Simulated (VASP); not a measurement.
# MgO (zincblende type) (F-43m) in VASP: notebook

Runs on MgO (zincblende type). Level: PBE. Tasks: relaxation of cell and atoms, single point.

Program: VASP 6.6.1. These are calculated values, not measurements. Logs are shortened: lines on timing, memory, paths and dates and some standing lists are left out, and cuts for length are marked.

### 1 The cell of the first run

Symmetry: F-43m, No. 216, cubic system. The conventional cell has a = 4.376 Å, b = 4.376 Å, c = 4.376 Å, α = 90.00°, β = 90.00°, γ = 90.00°. Mg (site symmetry -43m) has 4 O at 1.89 Å within 2.5 Å. O (site symmetry -43m) has 4 Mg at 1.89 Å within 2.5 Å.

### 2 Relaxation of cell and atoms, PBE, target pressure 13 GPa, at which the enthalpy is minimised

File INCAR:

```
SYSTEM = MgO
ALGO = Normal
EDIFF = 1E-6
EDIFFG = -0.005
ENCUT = 600
GGA = PE
IBRION = 2
ISIF = 3
ISMEAR = -1
LASPH = .TRUE.
LCHARG = .FALSE.
LREAL = .FALSE.
LWAVE = .FALSE.
NELM = 80
NSW = 60
PREC = Accurate
PSTRESS = 130.0
SIGMA = 0.05
```

File KPOINTS:

```
k-points
0
G
  15 15 15
  0 0 0
```

File POSCAR:

```
MgO
1.0
    0.0000000000      2.1881239573      2.1881239573
    2.1881239573      0.0000000000      2.1881239573
    2.1881239573      2.1881239573      0.0000000000
Mg O
1 1
Direct
    0.0000000000      0.0000000000      0.0000000000
    0.2500000000      0.2500000000      0.2500000000
```

Potentials or basis: VASP PAW PBE potentials, release 64 (Mg, O).

Started as:

```
$ cat potpaw_PBE.64/Mg/POTCAR potpaw_PBE.64/O/POTCAR > POTCAR
$ mpirun -np 1 vasp_std > vasp.out
```

OUTCAR:

```text
SYSTEM = MgO
   EDIFF = 1E-6
   EDIFFG = -0.005
   ENCUT = 600
   GGA = PE
   IBRION = 2
   ISIF = 3
   ISMEAR = -1
   LASPH = .TRUE.
   LREAL = .FALSE.
   NELM = 80
   NSW = 60
   PREC = Accurate
   PSTRESS = 130.0

 ion  position               nearest neighbor table
   1  0.000  0.000  0.000-   2 1.89   2 1.89   2 1.89   2 1.89
   2  0.250  0.250  0.250-   1 1.89   1 1.89   1 1.89   1 1.89

  LATTYP: Found a face centered cubic cell.
 ALAT       =     4.3762479146

  Lattice vectors:

 A1 = (   0.0000000000,   2.1881239573,   2.1881239573)
 A2 = (   2.1881239573,   0.0000000000,   2.1881239573)
 A3 = (   2.1881239573,   2.1881239573,   0.0000000000)

Analysis of symmetry for initial positions (statically):
=====================================================================
 Subroutine PRICEL returns:
 Original cell was already a primitive cell.

 Routine SETGRP: Setting up the symmetry group for a
 face centered cubic supercell.

 Subroutine GETGRP returns: Found 24 space group operations
 (whereof 24 operations were pure point group operations)
 out of a pool of 48 trial point group operations.

The static configuration has the point symmetry T_d .

Analysis of symmetry for dynamics (positions and initial velocities):
=====================================================================
 Subroutine PRICEL returns:
 Original cell was already a primitive cell.

 Routine SETGRP: Setting up the symmetry group for a
 face centered cubic supercell.

 Subroutine GETGRP returns: Found 24 space group operations
 (whereof 24 operations were pure point group operations)
 out of a pool of 48 trial point group operations.

The dynamic configuration has the point symmetry T_d .

 Subroutine INISYM returns: Found 24 space group operations
 (whereof 24 operations are pure point group operations),
 and found     1 'primitive' translations

----------------------------------------------------------------------------------------

                                     Primitive cell

  volume of cell :      20.9530

  direct lattice vectors                    reciprocal lattice vectors
     0.000000000  2.188123957  2.188123957    -0.228506250  0.228506250  0.228506250
     2.188123957  0.000000000  2.188123957     0.228506250 -0.228506250  0.228506250
     2.188123957  2.188123957  0.000000000     0.228506250  0.228506250 -0.228506250

  length of vectors
     3.094474577  3.094474577  3.094474577     0.395784435  0.395784435  0.395784435

  position of ions in fractional coordinates (direct lattice)
     0.000000000  0.000000000  0.000000000
     0.250000000  0.250000000  0.250000000

  ion indices of the primitive-cell ions
   primitive index   ion index
                 1           1
                 2           2

----------------------------------------------------------------------------------------

 KPOINTS: k-points

Automatic generation of k-mesh.
 Grid dimensions read from file:
 generate k-points for:   15   15   15

 Generating k-lattice:

  Cartesian coordinates                     Fractional coordinates (reciprocal lattice)
    -0.015233750  0.015233750  0.015233750     0.066666667  0.000000000  0.000000000
     0.015233750 -0.015233750  0.015233750     0.000000000  0.066666667  0.000000000
     0.015233750  0.015233750 -0.015233750     0.000000000  0.000000000  0.066666667

  Length of vectors
     0.026385629  0.026385629  0.026385629

  Shift w.r.t. Gamma in fractional coordinates (k-lattice)
     0.000000000  0.000000000  0.000000000

 Subroutine IBZKPT returns following result:
 ===========================================

 Found    120 irreducible k-points:

 Following reciprocal coordinates:
            Coordinates               Weight
  0.000000  0.000000  0.000000      1.000000
  0.066667  0.000000  0.000000      8.000000
  0.133333  0.000000  0.000000      8.000000
  0.200000  0.000000  0.000000      8.000000
  0.266667  0.000000  0.000000      8.000000
  0.333333  0.000000  0.000000      8.000000
[... 16 lines left out ...]
  0.133333  0.133333  0.000000      6.000000
  0.200000  0.133333  0.000000     24.000000
 [... further k-points ...]
   k-points           NKPTS =    120   k-points in BZ     NKDIM =    120   number of bands    NBANDS=      8
   number of dos      NEDOS =    301   number of ions     NIONS =      2
   total plane-waves  NPLWV =  21952
   dimension x,y,z NGX =    28 NGY =   28 NGZ =   28
   dimension x,y,z NGXF=    56 NGYF=   56 NGZF=   56
   ions per type =               1   1
   NGX,Y,Z   is equivalent  to a cutoff of  15.04, 15.04, 15.04 a.u.
   NGXF,Y,Z  is equivalent  to a cutoff of  30.09, 30.09, 30.09 a.u.
 SYSTEM =  MgO
   PREC   = accura    normal or accurate (medium, high low for compatibility)
   ISTART =      0    job   : 0-new  1-cont  2-samecut
   ICHARG =      2    charge: 1-file 2-atom 10-const
   ISPIN  =      1    spin polarized calculation?
   LNONCOLLINEAR =      F non collinear calculations
   LSORBIT =      F    spin-orbit coupling
   LASPH  =      T    aspherical Exc in radial PAW
   ENCUT  =  600.0 eV  44.10 Ry    6.64 a.u.   6.18  6.18  6.18*2*pi/ulx,y,z
   NELM   =     80;   NELMIN=  2; NELMDL= -5     # of ELM steps
   EDIFF  = 0.1E-05   stopping-criterion for ELM
   LREAL  =      F    real-space projection
   EDIFFG = -.5E-02   stopping-criterion for IOM
   NSW    =     60    number of steps for IOM
   IBRION =      2    ionic relax: 0-MD 1-quasi-New 2-CG
   NFREE  =      1    steps in history (QN), initial steepest desc. (CG)
   ISIF   =      3    stress and relaxation
   ISYM   =      2    0-nonsym 1-usesym 2-fastsym
   POTIM  = 0.5000    time-step for ionic-motion
   TEBEG  =    0.0;   TEEND  =   0.0 temperature during run
   PSTRESS=  130.0 pullay stress
   NELECT =       8.0000    total number of electrons
   NUPDOWN=      -1.0000    fix difference up-down
   EMIN   =  10.00;   EMAX   =-10.00  energy-range for DOS
   EFERMI =   0.00;   METHOD = LEGACY
   ISMEAR =    -1;   SIGMA  =   0.05  broadening in eV -4-tet -1-fermi 0-gaus
   EFERMI_NEDOS =   21; number of points for ismear=-14 and -15
   IALGO  =     38    algorithm
   IMIX   =      4    mixing-type and parameters
     AMIX     =   0.40;   BMIX     =  1.00
     AMIX_MAG =   1.60;   BMIX_MAG =  1.00
  volume/ion in A,a.u.               =      10.48        70.70
  Fermi-wavevector in a.u.,A,eV,Ry     =   1.187653  2.244339 19.191285  1.410520
  Thomas-Fermi vector in A             =   2.323800
   LORBIT       =      0    0 simple, 1 ext, 2 COOP (PROOUT), +10 PAW based schemes
   GGA     = PE    functional components
   LHFCALC =     F    Hartree Fock is set to
   AEXX    =    0.0000 exact exchange contribution
   IVDW    =     0    specifies the selected vdW correction
   LEPSILON=     F    determine dielectric tensor
   LRPA    =     F    only Hartree local field effects (RPA)
 conjugate gradient relaxation of ions
 non-spin polarized calculation
  energy-cutoff  :      600.00
  volume of cell :       20.95
 maximum number of plane-waves:       725
 NGX is ok and might be reduce to    28
   NGX = 13   NGY = 13   NGZ = 13

--------------------------------------- Ionic step        1  -------------------------------------------

 number of electron       8.0000000 magnetization

 Free energy of the ion-electron system (eV)
  ---------------------------------------------------
  ext. energy  EPLUGINS =         0.00000000
  ---------------------------------------------------
  free energy    TOTEN  =       -11.46570486 eV

  energy without entropy =      -11.46570486  energy(sigma->0) =      -11.46570486

------------------------ aborting loop because EDIFF is reached ----------------------------------------

  FORCE on cell =-STRESS in cart. coord.  units (eV):
  Direction    XX          YY          ZZ          XY          YZ          ZX
  --------------------------------------------------------------------------------------
  -------------------------------------------------------------------------------------
  Total        3.1922690      3.1922690      3.1922690      0.0000000      0.0000000      0.0000000
  in kB      244.0980450    244.0980450    244.0980450      0.0000000      0.0000000      0.0000000
  external PRESSURE =     114.0980450 kB  Pullay stress =     130.0000000 kB
[... 23 lines left out ...]
  enthalpy is  TOTEN    =        -9.7655889634 eV   P V=        1.7001159000

--------------------------------------- Ionic step        2  -------------------------------------------

 number of electron       8.0000000 magnetization

 E-fermi :   2.0126     XC(G=0):  -9.8067

 val. band max:        0.8913113380   @ k =  -0.0667   0.0667   0.0000
 cond. band min:       4.6470011938   @ k =   0.0000   0.0000   0.0000
 fundamental gap:      3.7556898558
 Fermi energy:         2.0126304893

 k-point     1 :       0.0000    0.0000    0.0000
  band No.  band energies     occupation
      1     -15.0681      2.00000
      2       0.8907      2.00000
      3       0.8907      2.00000
      4       0.8907      2.00000
      5       4.6470      0.00000
      6      17.9280      0.00000
      7      17.9280      0.00000
      8      17.9280      0.00000
[... 288 lines left out ...]
  enthalpy is  TOTEN    =        -9.7872299260 eV   P V=        1.8903778955

--------------------------------------- Ionic step        3  -------------------------------------------

 number of electron       7.9999999 magnetization

 Free energy of the ion-electron system (eV)
  ---------------------------------------------------
  ext. energy  EPLUGINS =         0.00000000
  ---------------------------------------------------
  free energy    TOTEN  =       -11.61743348 eV

  energy without entropy =      -11.61743348  energy(sigma->0) =      -11.61743348

 E-fermi :   2.1972     XC(G=0): -10.0032

 val. band max:        1.1349639920   @ k =  -0.0667   0.0667   0.0000
 cond. band min:       5.1562287577   @ k =   0.0000   0.0000   0.0000
 fundamental gap:      4.0212647657
 Fermi energy:         2.1971771016

 k-point     1 :       0.0000    0.0000    0.0000
  band No.  band energies     occupation
      1     -14.9614      2.00000
      2       1.1334      2.00000
      3       1.1334      2.00000
      4       1.1334      2.00000
      5       5.1562      0.00000
      6      18.6766      0.00000
      7      18.6766      0.00000
      8      18.6766      0.00000
[... 282 lines left out ...]
  FREE ENERGIE OF THE ION-ELECTRON SYSTEM (eV)
  ---------------------------------------------------
  free  energy   TOTEN  =       -11.6174334762 eV

  energy  without entropy=      -11.6174334761  energy(sigma->0) =      -11.61743348

  enthalpy is  TOTEN    =        -9.8101441311 eV   P V=        1.8072893451

 reached required accuracy - stopping structural energy minimisation
```

Wall time 1.8 min (1 thread of AMD EPYC 7R13, shared host); peak memory 0.16 GiB.

What came out:

| Quantity | Value |
| --- | --- |
| Free energy | -11.6174 eV |
| Relaxed volume | 11.14 Å³/atom |
| Relaxed cell | a = 3.158 Å, b = 3.158 Å, c = 3.158 Å, α = 60.00°, β = 60.00°, γ = 60.00° |
| Space group after relaxing (to 0.05 Å) | F-43m (No. 216) |
| Energy change on relaxing (the enthalpy is what falls) | -75.9 meV/atom |
| Ionic steps | 3 |
| Pressure after relaxing | 13.0 GPa |
| Band gap on the k mesh | 4.02 eV, indirect (the least direct gap lies 1.6 meV higher) |

The path:
```
step  energy change (eV)  largest force (eV/Å)  pressure (GPa)  volume (Å³)
   1              0.0000                0.0000           24.41        20.95
   2             -0.2119                0.0000            6.11        23.30
   3             -0.1517                0.0000           12.97        22.27
```

Final structure:
```cif
data_structure
_symmetry_space_group_name_H-M 'P 1'
_symmetry_Int_Tables_number 1
_cell_length_a 3.1582
_cell_length_b 3.1582
_cell_length_c 3.1582
_cell_angle_alpha 60.000
_cell_angle_beta 60.000
_cell_angle_gamma 60.000
_cell_volume 22.27
loop_
_atom_site_label
_atom_site_type_symbol
_atom_site_fract_x
_atom_site_fract_y
_atom_site_fract_z
_atom_site_occupancy
Mg1 Mg 0.00000 0.00000 0.00000 1
O1 O 0.25000 0.25000 0.25000 1
```

Caveat: the cell is relaxed towards a set pressure, so the enthalpy falls and the energy may rise.

### 3 Relaxation of cell and atoms, PBE, target pressure 13 GPa, at which the enthalpy is minimised

This run uses another cell than the first one, of 11.16 Å³/atom, 1.065 times its volume.

File INCAR:

```
PREC = Accurate ; ENCUT = 600
EDIFF = 1E-6 ; ISMEAR = -1
SIGMA = 0.05 ; LREAL = F
LASPH = T ; NELM = 100
ALGO = Normal ; ISIF = 3
LWAVE = F ; LCHARG = F
GGA = PE ; IBRION = 2
NSW = 32 ; EDIFFG = -0.005
PSTRESS = 130.0
```

File KPOINTS:

```
regular mesh
0
Gamma
  15 15 15
```

File POSCAR:

```
MgO
1.0
    0.0000000000      2.2348302950      2.2348302950
    2.2348302950      0.0000000000      2.2348302950
    2.2348302950      2.2348302950      0.0000000000
Mg O
1 1
Direct
    0.0000000000      0.0000000000      0.0000000000
    0.2500000000      0.2500000000      0.2500000000
```

Potentials or basis: VASP PAW PBE potentials, release 64 (Mg, O).

Started as:

```
$ cat potpaw_PBE.64/Mg/POTCAR potpaw_PBE.64/O/POTCAR > POTCAR
$ mpirun -np 1 vasp_std > vasp.out
```

Run time: 1.7 min. Hardware: 1 thread of AMD EPYC 7R13, shared host; peak memory 0.15 GiB.

The run converged. Its results:

| Property | Result |
| --- | --- |
| Free energy | -11.6190 eV |
| Relaxed volume | 11.13 Å³/atom |
| Relaxed cell | a = 3.157 Å, b = 3.157 Å, c = 3.157 Å, α = 60.00°, β = 60.00°, γ = 60.00° |
| Space group after relaxing (to 0.05 Å) | F-43m (No. 216) |
| Energy change on relaxing (the enthalpy is what falls) | +2.6 meV/atom |
| Ionic steps | 3 |
| Pressure after relaxing | 13.0 GPa |
| Band gap on the k mesh | 4.03 eV, indirect (the least direct gap lies 1.4 meV higher) |

Step by step:
| step | energy change (eV) | largest force (eV/Å) | pressure (GPa) | volume (Å³) |
| --- | --- | --- | --- | --- |
| 1 | 0.0000 | 0.0000 | 12.55 | 22.32 |
| 2 | 0.0082 | 0.0000 | 13.30 | 22.22 |
| 3 | 0.0051 | 0.0000 | 13.03 | 22.26 |

Final structure:
```yaml
crystal:
  lattice:
    - [0.00000, 2.23268, 2.23268]
    - [2.23268, 0.00000, 2.23268]
    - [2.23268, 2.23268, 0.00000]
  atoms:
    - { symbol: Mg, position: [0.00000, 0.00000, 0.00000] }
    - { symbol: O, position: [0.25000, 0.25000, 0.25000] }
```

Levels at points of the mesh, in eV from the valence-band top:
| k point | band 1 | band 2 | band 3 | band 4 | band 5 | band 6 | band 7 | band 8 |
| --- | --- | --- | --- | --- | --- | --- | --- | --- |
| (0.00, 0.00, 0.00) | -16.10 | 0.00 | 0.00 | 0.00 | 4.03 | 17.55 | 17.55 | 17.55 |

Caveat: the cell is relaxed towards a set pressure, so the enthalpy falls and the energy may rise.

### 4 Single point, PBE

This run uses another cell than the first one, of 11.16 Å³/atom, 1.065 times its volume.

File INCAR:

```
PREC = Accurate
ENCUT = 520
EDIFF = 1E-7
ISMEAR = -1
SIGMA = 0.05
LREAL = F
LASPH = T
NELM = 100
ALGO = Normal
ISIF = 2
LWAVE = F
LCHARG = T
GGA = PE
LELF = T
LVHAR = T
NBANDS = 11
```

File KPOINTS:

```
Automatic mesh
0
Gamma
  15 15 15
```

POSCAR is that of step 3.

Started as:

```
$ cat potpaw_PBE.64/Mg/POTCAR potpaw_PBE.64/O/POTCAR > POTCAR
$ mpirun -np 1 vasp_std > vasp.out
```

It took 30 s on 1 thread of Intel Xeon 8259CL, shared host; peak memory 0.16 GiB.

It converged, with:

```
Free energy            : -11.6210 eV
Pressure               : 12.7 GPa
Band gap on the k mesh : 4.01 eV, indirect (the least direct gap lies 1.4 meV higher)
```

Levels at points of the mesh, in eV from the valence-band top:
```
           k point  band 2  band 3  band 4  band 5  band 6  band 7
(0.00, 0.00, 0.00)    0.00    0.00    0.00    4.01   17.52   17.52
```

### 5 The runs side by side

| task | cell | cutoff (eV) | gap on the mesh (eV) | pressure (GPa) |
| --- | --- | --- | --- | --- |
| relaxation of cell and atoms | relaxed to 13 GPa from a = 3.094 Å, angles 60.0°, 2 atoms | 600 | 4.02 | 13.0 |
| relaxation of cell and atoms | relaxed to 13 GPa from a = 3.161 Å, angles 60.0°, 2 atoms | 600 | 4.03 | 13.0 |
| single point | a = 3.161 Å, angles 60.0°, 2 atoms | 520 | 4.01 | 12.7 |

Alike in all rows: level PBE; potentials or basis VASP PAW PBE potentials, release 64 (Mg, O); no spin polarisation; k mesh 15 × 15 × 15; smearing fermi-dirac 0.05 eV.

Caveats: the cell is relaxed towards a set pressure, so the enthalpy falls and the energy may rise (some runs).

Total energies depend on the potentials used, so only differences within one code and one set of settings carry meaning.
